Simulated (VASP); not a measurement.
Wanted: the native input for a VASP 6.6.1 run.

```
Task                   : single point
Functional             : PBEsol
Dispersion             : D3(BJ)
Potentials or basis    : VASP PAW PBE potentials, release 64 (Tc_pv)
Cutoff                 : 520 eV
k mesh                 : 11 × 11 × 6
Occupations            : fermi-dirac, width 0.05 eV
Spin                   : no spin polarisation
Dipole correction      : no
Further INCAR settings : ALGO = Fast; EDIFF = 1e-06; NBANDS = 20
```

The structure of Tc lies in POSCAR:

```
Tc
1.0
    2.7400000000      0.0000000000      0.0000000000
   -1.3700000000      2.3729096064      0.0000000000
    0.0000000000      0.0000000000      4.3980000000
Tc
2
Direct
    0.6666666667      0.3333333333      0.7500000000
    0.3333333333      0.6666666667      0.2500000000
```

These files were run (other wordings do the same):

INCAR

```
  PREC = Accurate
  ENCUT = 520
  EDIFF = 1E-6
  ISMEAR = -1
  SIGMA = 0.05
  LREAL = F
  LASPH = T
  NELM = 60
  ALGO = Fast
  ISIF = 2
  LWAVE = F
  LCHARG = T
  GGA = PS
  IVDW = 12
  LELF = T
  LVHAR = T
  NBANDS = 20
```

KPOINTS

```
regular mesh
0
Gamma
  11 11 6
```

Potentials or basis: VASP PAW PBE potentials, release 64 (Tc_pv).

Launch:

```console
$ cat potpaw_PBE.64/Tc_pv/POTCAR > POTCAR
$ mpirun -np 1 vasp_std > vasp.out
```

It gave:

```yaml
Pressure: -14.2 GPa
Band_gap_on_the_k_mesh: zero (band 13 reaches 13.96 eV, above the bottom of band 14 at 10.84 eV)
Dispersion_energy_per_atom: -0.617 eV
```

Caveat: three body term missing; the PAW data sets were made with another functional, which shifts forces and pressure a little; pairwise dispersion overbinds metals, which lowers pressure and volume.

Run time: 43 s on 1 thread of Intel Xeon 8259CL, with other jobs on the host, peak memory 0.16 GiB.
